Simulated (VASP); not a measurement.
# Hf (P6/mmm) in VASP: a series of runs

Aim: see how the results for Hf move with the level of theory and the settings. Levels: PBEsol+D3(BJ), PBEsol+D4, PBEsol. Tasks: single point.

Everything below comes from runs of VASP 6.6.1. Logs are shortened: lines on timing, memory, paths and dates and some standing lists are left out, and cuts for length are marked.

## Step 1: The cell of the first run

Symmetry: P6/mmm, No. 191, hexagonal system. Conventional cell: a = 4.859 Å, b = 4.859 Å, c = 3.032 Å, α = 90.00°, β = 90.00°, γ = 120.00°. Hf (site symmetry 6/mmm) has 14 Hf at 3.03 to 3.19 Å within 4.0 Å. Hf (site symmetry -6m2) has 11 Hf at 2.81 to 3.19 Å within 3.7 Å.

## Step 2: Single point, PBEsol+D3(BJ)

File INCAR:

```
PREC = Accurate
ENCUT = 520
EDIFF = 1E-6
ISMEAR = -1
SIGMA = 0.05
LREAL = False
LASPH = True
NELM = 100
ALGO = Fast
ISIF = 2
LWAVE = False
LCHARG = False
GGA = PS
IVDW = 12
NBANDS = 22
```

File KPOINTS:

```
regular mesh
0
Gamma
  6 6 9
```

File POSCAR:

```
Hf
1.0
    4.8586155365      0.0000000000      0.0000000000
   -2.4293077682      4.2076844818      0.0000000000
    0.0000000000      0.0000000000      3.0316190392
Hf
3
Direct
    0.0000000000      0.0000000000      0.0000000000
    0.3333333333      0.6666666667      0.5000000000
    0.6666666667      0.3333333333      0.5000000000
```

Potentials or basis: VASP PAW PBE potentials, release 64 (Hf_pv).

Launch:

```
cat potpaw_PBE.64/Hf_pv/POTCAR > POTCAR
mpirun -np 1 vasp_std > vasp.out
```

OUTCAR:

```text
PREC = Accurate
   ENCUT = 520
   EDIFF = 1E-6
   ISMEAR = -1
   LREAL = False
   LASPH = True
   NELM = 100
   ISIF = 2
   GGA = PS
   IVDW = 12
 IVDW          = 12

 ion  position               nearest neighbor table
   1  0.000  0.000  0.000-   2 3.19   3 3.19   2 3.19   3 3.19   2 3.19   2 3.19   3 3.19   3 3.19
                             3 3.19   3 3.19   2 3.19   2 3.19
   2  0.333  0.667  0.500-   3 2.81   3 2.81   3 2.81   1 3.19   1 3.19   1 3.19   1 3.19   1 3.19
                             1 3.19
   3  0.667  0.333  0.500-   2 2.81   2 2.81   2 2.81   1 3.19   1 3.19   1 3.19   1 3.19   1 3.19
                             1 3.19

  LATTYP: Found a hexagonal cell.
 ALAT       =     4.8586155365
 C/A-ratio  =     0.6239676748

  Lattice vectors:

 A1 = (   4.8586155365,   0.0000000000,   0.0000000000)
 A2 = (  -2.4293077682,   4.2076844818,   0.0000000000)
 A3 = (   0.0000000000,   0.0000000000,   3.0316190392)

Analysis of symmetry for initial positions (statically):
=====================================================================
 Subroutine PRICEL returns:
 Original cell was already a primitive cell.

 Routine SETGRP: Setting up the symmetry group for a
 hexagonal supercell.

 Subroutine GETGRP returns: Found 24 space group operations
 (whereof 24 operations were pure point group operations)
 out of a pool of 24 trial point group operations.

The static configuration has the point symmetry D_6h.

Analysis of symmetry for dynamics (positions and initial velocities):
=====================================================================
 Subroutine PRICEL returns:
 Original cell was already a primitive cell.

 Routine SETGRP: Setting up the symmetry group for a
 hexagonal supercell.

 Subroutine GETGRP returns: Found 24 space group operations
 (whereof 24 operations were pure point group operations)
 out of a pool of 24 trial point group operations.

The dynamic configuration has the point symmetry D_6h.

 Subroutine INISYM returns: Found 24 space group operations
 (whereof 24 operations are pure point group operations),
 and found     1 'primitive' translations

----------------------------------------------------------------------------------------

                                     Primitive cell
[... 87 lines left out ...]
   ISPIN  =      1    spin polarized calculation?
   LNONCOLLINEAR =      F non collinear calculations
   LSORBIT =      F    spin-orbit coupling
   LASPH  =      T    aspherical Exc in radial PAW
   ENCUT  =  520.0 eV  38.22 Ry    6.18 a.u.   9.03  9.03  5.64*2*pi/ulx,y,z
   NELM   =    100;   NELMIN=  2; NELMDL= -5     # of ELM steps
   EDIFF  = 0.1E-05   stopping-criterion for ELM
   LREAL  =      F    real-space projection
   EDIFFG = 0.1E-04   stopping-criterion for IOM
   NSW    =      0    number of steps for IOM
   IBRION =     -1    ionic relax: 0-MD 1-quasi-New 2-CG
   NFREE  =      0    steps in history (QN), initial steepest desc. (CG)
   ISIF   =      2    stress and relaxation
   ISYM   =      2    0-nonsym 1-usesym 2-fastsym
   POTIM  = 0.5000    time-step for ionic-motion
   TEBEG  =    0.0;   TEEND  =   0.0 temperature during run
   PSTRESS=    0.0 pullay stress
   NELECT =      30.0000    total number of electrons
   NUPDOWN=      -1.0000    fix difference up-down
   EMIN   =  10.00;   EMAX   =-10.00  energy-range for DOS
   EFERMI =   0.00;   METHOD = LEGACY
   ISMEAR =    -1;   SIGMA  =   0.05  broadening in eV -4-tet -1-fermi 0-gaus
   EFERMI_NEDOS =   21; number of points for ismear=-14 and -15
   IALGO  =     68    algorithm
   IMIX   =      4    mixing-type and parameters
     AMIX     =   0.40;   BMIX     =  1.00
     AMIX_MAG =   1.60;   BMIX_MAG =  1.00
  volume/ion in A,a.u.               =      20.66       139.41
  Fermi-wavevector in a.u.,A,eV,Ry     =   1.285401  2.429055 22.480287  1.652255
  Thomas-Fermi vector in A             =   2.417537
   LORBIT       =      0    0 simple, 1 ext, 2 COOP (PROOUT), +10 PAW based schemes
   GGA     = PS    functional components
   LHFCALC =     F    Hartree Fock is set to
   AEXX    =    0.0000 exact exchange contribution
   IVDW    =    12    specifies the selected vdW correction
   LEPSILON=     F    determine dielectric tensor
   LRPA    =     F    only Hartree local field effects (RPA)
 non-spin polarized calculation
 RMM-DIIS sequential band-by-band and
  energy-cutoff  :      520.00
  volume of cell :       61.98
 maximum number of plane-waves:      1697
   NGX = 19   NGY = 19   NGZ = 11

 number of electron      30.0000004 magnetization

 Free energy of the ion-electron system (eV)
  ---------------------------------------------------
  ext. energy  EPLUGINS =         0.00000000
  ---------------------------------------------------
  free energy    TOTEN  =       -31.39170891 eV

  energy without entropy =      -31.36829909  energy(sigma->0) =      -31.38000400

 E-fermi :   5.1208     XC(G=0): -11.7593

 val. band max:        5.1141350168   @ k =   0.1667   0.1667   0.0000
 cond. band min:       5.1214768102   @ k =   0.3333   0.3333   0.3333
 fundamental gap:      0.0073417934
 Fermi energy:         5.1207531053

 k-point     1 :       0.0000    0.0000    0.0000
  band No.  band energies     occupation
      1     -25.4273      2.00000
      2     -25.4273      2.00000
      3     -25.4081      2.00000
      4     -25.4081      2.00000
      5     -24.9283      2.00000
      6     -24.6501      2.00000
[... 589 lines left out ...]
     21       9.0055      0.00000
     22       9.8930      0.00000

 [... further k-points ...]

------------------------ aborting loop because EDIFF is reached ----------------------------------------

 Edisp (eV)   -1.66653

 E8    (eV) :    -1.2585

  FORCE on cell =-STRESS in cart. coord.  units (eV):
  Direction    XX          YY          ZZ          XY          YZ          ZX
  --------------------------------------------------------------------------------------
  -------------------------------------------------------------------------------------
  Total      -0.18226    -0.18226    -0.09643    -0.00000     0.00000     0.00000
  in kB      -4.71171    -4.71171    -2.49280    -0.00000     0.00000     0.00000
  external pressure =       -3.97 kB  Pullay stress =        0.00 kB

 VOLUME and BASIS-vectors are now :
 -----------------------------------------------------------------------------
  energy-cutoff  :      520.00
  volume of cell :       61.98
      direct lattice vectors                 reciprocal lattice vectors
     4.858615537  0.000000000  0.000000000     0.205819949  0.118830203  0.000000000
    -2.429307768  4.207684482  0.000000000     0.000000000  0.237660405  0.000000000
     0.000000000  0.000000000  3.031619039     0.000000000  0.000000000  0.329856749

 POSITION                                       TOTAL-FORCE (eV/Angst)
 -----------------------------------------------------------------------------------
      0.00000      0.00000      0.00000         0.000000      0.000000     -0.000000
     -0.00000      2.80512      1.51581         0.000000      0.000000      0.000000
      2.42931      1.40256      1.51581        -0.000000     -0.000000     -0.000000
 -----------------------------------------------------------------------------------
    total drift:                                0.000000      0.000000     -0.000000

  FREE ENERGIE OF THE ION-ELECTRON SYSTEM (eV)
  ---------------------------------------------------
  free  energy   TOTEN  =       -33.0582435713 eV

  energy  without entropy=      -33.0348337475  energy(sigma->0) =      -33.04653866
```

It took 35 s on 1 thread of Intel Xeon Platinum 8259CL at 2.50GHz (Skylake/Cascade Lake), shared host; peak memory 0.2 GiB.

What came out:

```
Free energy                : -33.0582 eV
Pressure                   : -0.4 GPa
Band gap on the k mesh     : zero (band 15 reaches 5.43 eV, above the bottom of band 16 at 4.55 eV)
Dispersion energy per atom : -0.556 eV
```

Stress tensor (GPa, compression positive):
```
-0.47  0.00  0.00
 0.00 -0.47  0.00
 0.00  0.00 -0.25
```

Caveat: the PAW data sets were made with another functional, which shifts forces and pressure a little; spin-orbit coupling is left out, which moves the levels of the heavy elements; pairwise dispersion overbinds metals, which lowers pressure and volume.

## Step 3: Single point, PBEsol+D3(BJ)

This run uses another cell than the first one, of 20.77 Å³/atom, 1.005 times its volume.

File INCAR:

```
ALGO = Normal
EDIFF = 1E-6
ENCUT = 520
GGA = PS
ISIF = 2
ISMEAR = -1
IVDW = 12
LASPH = True
LCHARG = False
LREAL = False
LWAVE = False
NBANDS = 22
NELM = 60
PREC = Accurate
SIGMA = 0.05
```

File KPOINTS:

```
k-points
0
Gamma
  6 6 9
```

File POSCAR:

```
Hf
1.0
    4.8670226171      0.0000000000      0.0000000000
   -2.4335113085      4.2149652272      0.0000000000
    0.0000000000      0.0000000000      3.0367102345
Hf
3
Direct
    0.0000000000      0.0000000000      0.0000000000
    0.3333333333      0.6666666667      0.5000000000
    0.6666666667      0.3333333333      0.5000000000
```

Potentials or basis: VASP PAW PBE potentials, release 64 (Hf_pv).

Launch:

```
cat potpaw_PBE.64/Hf_pv/POTCAR > POTCAR
mpirun -np 1 vasp_std > vasp.out
```

OUTCAR:

```text
EDIFF = 1E-6
   ENCUT = 520
   GGA = PS
   ISIF = 2
   ISMEAR = -1
   IVDW = 12
   LASPH = True
   LREAL = False
   NELM = 60
   PREC = Accurate
 IVDW          = 12

 ion  position               nearest neighbor table
   1  0.000  0.000  0.000-   2 3.19   3 3.19   2 3.19   3 3.19   2 3.19   2 3.19   3 3.19   3 3.19
                             3 3.19   3 3.19   2 3.19   2 3.19
   2  0.333  0.667  0.500-   3 2.81   3 2.81   3 2.81   1 3.19   1 3.19   1 3.19   1 3.19   1 3.19
                             1 3.19
   3  0.667  0.333  0.500-   2 2.81   2 2.81   2 2.81   1 3.19   1 3.19   1 3.19   1 3.19   1 3.19
                             1 3.19

  LATTYP: Found a hexagonal cell.
 ALAT       =     4.8670226171
 C/A-ratio  =     0.6239359200

  Lattice vectors:

 A1 = (   4.8670226171,   0.0000000000,   0.0000000000)
 A2 = (  -2.4335113085,   4.2149652272,   0.0000000000)
 A3 = (   0.0000000000,   0.0000000000,   3.0367102345)

Analysis of symmetry for initial positions (statically):
=====================================================================
 Subroutine PRICEL returns:
 Original cell was already a primitive cell.

[... 168 lines left out ...]
  energy without entropy =      -31.37533325  energy(sigma->0) =      -31.38713467

 E-fermi :   5.0831     XC(G=0): -11.7351

 val. band max:        5.0702981549   @ k =   0.3333   0.3333   0.2222
 cond. band min:       5.0903827888   @ k =   0.3333   0.3333   0.3333
 fundamental gap:      0.0200846339
 Fermi energy:         5.0831429078

 k-point     1 :       0.0000    0.0000    0.0000
  band No.  band energies     occupation
      1     -25.4669      2.00000
      2     -25.4669      2.00000
      3     -25.4541      2.00000
      4     -25.4541      2.00000
      5     -24.9802      2.00000
      6     -24.7049      2.00000
[... 589 lines left out ...]
     21       8.9490      0.00000
     22       9.8353      0.00000

 [... further k-points ...]

------------------------ aborting loop because EDIFF is reached ----------------------------------------

 Edisp (eV)   -1.65795

 E8    (eV) :    -1.2521

  FORCE on cell =-STRESS in cart. coord.  units (eV):
  Direction    XX          YY          ZZ          XY          YZ          ZX
  --------------------------------------------------------------------------------------
  -------------------------------------------------------------------------------------
  Total      -0.42366    -0.42366    -0.33907    -0.00000     0.00000     0.00000
  in kB     -10.89604   -10.89604    -8.72043    -0.00000     0.00000     0.00000
  external pressure =      -10.17 kB  Pullay stress =        0.00 kB

 VOLUME and BASIS-vectors are now :
 -----------------------------------------------------------------------------
  energy-cutoff  :      520.00
  volume of cell :       62.30
      direct lattice vectors                 reciprocal lattice vectors
     4.867022617  0.000000000  0.000000000     0.205464424  0.118624941  0.000000000
    -2.433511308  4.214965227  0.000000000     0.000000000  0.237249881  0.000000000
     0.000000000  0.000000000  3.036710235     0.000000000  0.000000000  0.329303728

 POSITION                                       TOTAL-FORCE (eV/Angst)
 -----------------------------------------------------------------------------------
      0.00000      0.00000      0.00000         0.000000      0.000000     -0.000000
     -0.00000      2.80998      1.51836        -0.000000     -0.000000      0.000000
      2.43351      1.40499      1.51836         0.000000      0.000000     -0.000000
 -----------------------------------------------------------------------------------
    total drift:                                0.000000     -0.000000     -0.000000

  FREE ENERGIE OF THE ION-ELECTRON SYSTEM (eV)
  ---------------------------------------------------
  free  energy   TOTEN  =       -33.0568879995 eV

  energy  without entropy=      -33.0332851570  energy(sigma->0) =      -33.04508658
```

OSZICAR:

```text
N       E                     dE             d eps       ncg     rms          rms(c)
DAV:   1     0.942466411898E+02    0.94247E+02   -0.16475E+04  1548   0.131E+03
DAV:   2    -0.271927992389E+02   -0.12144E+03   -0.11482E+03  1792   0.302E+02
DAV:   3    -0.324289044544E+02   -0.52361E+01   -0.49058E+01  2044   0.388E+01
DAV:   4    -0.325200262455E+02   -0.91122E-01   -0.90873E-01  1838   0.497E+00
DAV:   5    -0.325216110932E+02   -0.15848E-02   -0.15843E-02  2010   0.579E-01    0.831E+01
DAV:   6    -0.316971354269E+02    0.82448E+00   -0.71381E-01  1708   0.548E+00    0.488E+01
DAV:   7    -0.314137849348E+02    0.28335E+00   -0.12337E+00  1696   0.650E+00    0.259E+00
DAV:   8    -0.314035374138E+02    0.10248E-01   -0.83790E-02  1988   0.170E+00    0.204E+00
DAV:   9    -0.313989022804E+02    0.46351E-02   -0.22456E-02  1906   0.112E+00    0.691E-01
DAV:  10    -0.313989457724E+02   -0.43492E-04   -0.24946E-03  1872   0.316E-01    0.146E-01
DAV:  11    -0.313989359507E+02    0.98217E-05   -0.76982E-05  1984   0.647E-02    0.427E-02
DAV:  12    -0.313989366579E+02   -0.70720E-06   -0.11558E-05  1942   0.220E-02    0.281E-02
DAV:  13    -0.313989360896E+02    0.56829E-06   -0.13116E-06  1442   0.101E-02
   1 F= -.33056888E+02 E0= -.33045087E+02  d E =-.236028E-01
```

stdout:

```text
POSCAR found type information on POSCAR Hf
 POSCAR found :  1 types and       3 ions
 scaLAPACK will be used
 -----------------------------------------------------------------------------
|                                                                             |
|                                                                             |
|     You enforced a specific xc type in the INCAR file but a different       |
|     I HOPE YOU KNOW WHAT YOU ARE DOING!                                     |
|                                                                             |
 -----------------------------------------------------------------------------

 LDA part: xc-table for (Slater+PW92), standard interpolation
 POSCAR, INCAR and KPOINTS ok, starting setup
 FFT: planning ... GRIDC
 FFT: planning ... GRID_SOFT
 FFT: planning ... GRID
 WAVECAR not read
 entering main loop
```

Wall time 30 s (1 thread of Intel Xeon Platinum 8259CL at 2.50GHz (Skylake/Cascade Lake), shared host); peak memory 0.2 GiB.

What came out:

| Quantity | Value |
| --- | --- |
| Free energy | -33.0569 eV |
| Pressure | -1.0 GPa |
| Band gap on the k mesh | zero (band 15 reaches 5.39 eV, above the bottom of band 16 at 4.51 eV) |
| Dispersion energy per atom | -0.553 eV |

Stress tensor (GPa, compression positive):
```
-1.09  0.00  0.00
 0.00 -1.09  0.00
 0.00  0.00 -0.87
```

Levels at points of the mesh, in eV from the Fermi level:
```
           k point  band 11  band 12  band 13  band 14  band 15  band 16  band 17  band 18  band 19  band 20
(0.00, 0.00, 0.00)    -2.71    -0.61    -0.61    -0.61    -0.57    -0.57     1.17     2.23     2.23     2.96
(0.50, 0.00, 0.00)    -4.53    -3.73    -0.55    -0.49    -0.40     0.15     0.92     1.36     1.57     3.11
```

Caveat: three body term missing; the PAW data sets were made with another functional, which shifts forces and pressure a little; spin-orbit coupling is left out, which moves the levels of the heavy elements; pairwise dispersion overbinds metals, which lowers pressure and volume.

[end of part 1 of 3]
